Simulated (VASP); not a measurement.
Input of a VASP 6.6.1 run:

Contents of INCAR:

```
PREC     = Accurate       # precision mode
ENCUT    = 520            # plane-wave cutoff, eV
EDIFF    = 1E-6           # SCF threshold, eV
ISMEAR   = 0              # smearing method
SIGMA    = 0.05           # smearing width, eV
LREAL    = False          # projectors in reciprocal space
LASPH    = True           # aspherical terms in the spheres
NELM     = 80             # most SCF steps
ALGO     = Normal         # electronic algorithm
ISIF     = 2              # what is computed and relaxed
LWAVE    = False          # write WAVECAR
LCHARG   = True           # write CHGCAR
GGA      = PS             # functional
LELF     = True           # ELF
LVHAR    = True         
NBANDS   = 48             # bands
```

The input KPOINTS:

```
Automatic mesh
0
Gamma
  7 7 7
```

POSCAR

```
Lu3Si
1.0
    4.5414190000      0.0000000000      0.0000000000
    0.0000000000      4.5414190000      0.0000000000
    0.0000000000      0.0000000000      4.5414190000
Lu Si
3 1
Direct
    0.0000000000      0.5000000000      0.5000000000
    0.5000000000      0.0000000000      0.5000000000
    0.5000000000      0.5000000000      0.0000000000
    0.0000000000      0.0000000000      0.0000000000
```

Potentials or basis: VASP PAW PBE potentials, release 64 (Lu, Si).

Launch:

```bash
$ cat potpaw_PBE.64/Lu/POTCAR potpaw_PBE.64/Si/POTCAR > POTCAR
$ mpirun -np 1 vasp_std > vasp.out
```

(1) Estimate the pressure.

Answers

(1) -3.8 GPa.

Caveat: the PAW data sets were made with another functional, which shifts forces and pressure a little.
